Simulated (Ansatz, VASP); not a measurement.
## Nb: VASP beside Ansatz

Contents of INCAR:

```
SYSTEM = Nb
ALGO = Normal
EDIFF = 1E-6
EDIFFG = -0.005
ENCUT = 600
GGA = PS
IBRION = 2
ISIF = 3
ISMEAR = -1
LASPH = .True.
LCHARG = .False.
LREAL = .False.
LWAVE = .False.
NELM = 60
NSW = 60
PREC = Accurate
SIGMA = 0.1
```

File KPOINTS:

```
k-points
0
Gamma
  16 16 16
  0 0 0
```

File POSCAR:

```
Nb
1.0
   -1.6353150549      1.6353150549      1.6353150549
    1.6353150549     -1.6353150549      1.6353150549
    1.6353150549      1.6353150549     -1.6353150549
Nb
1
Direct
    0.0000000000      0.0000000000      0.0000000000
```

Input for Ansatz:

```yaml
crystal:
  lattice:
    - [-1.6353150549, 1.6353150549, 1.6353150549]
    - [1.6353150549, -1.6353150549, 1.6353150549]
    - [1.6353150549, 1.6353150549, -1.6353150549]
  atoms:
    - { symbol: Nb, position: [0.0, 0.0, 0.0] }
kpoints:
  mp_grid: { grid: [16, 16, 16] }
scf:
  occupations: { method: fermi_dirac, width: 0.1 }
hamiltonian:
  xc: pbesol
  pseudopotentials: { kind: paw }
output:
  forces: true
  stress: true
relax:
  f_tol: 0.005
  max_steps: 40
  cell: {}
```

Alike in both runs: task relaxation of cell and atoms; functional PBEsol; k mesh 16 × 16 × 16; occupations fermi-dirac, width 0.1 eV; no spin polarisation.

```csv
,VASP,Ansatz
version,VASP 6.6.1,Ansatz 0.2.0
potentials or method,"VASP PAW PBE potentials, release 64 (Nb_sv)","PAW with Ansatz's default frozen-core files, scalar-relativistic"
plane-wave cutoff (eV),600,420
valence electrons in the cell,13,13
```

VASP gave:

| Item | Value |
| --- | --- |
| relaxed volume (Å³/atom) | 17.49 |
| relaxed cell length with the largest relative difference (Å) | 2.832 |

**Question.** What did Ansatz give for the same quantities?

**Answer.** Relaxed volume (Å³/atom): 17.52; relaxed cell length with the largest relative difference (Å): 2.834.

VASP's potentials were made for PBE, not for PBEsol.

Noted on VASP's run: the relaxation stopped at its first step, so nothing moved.
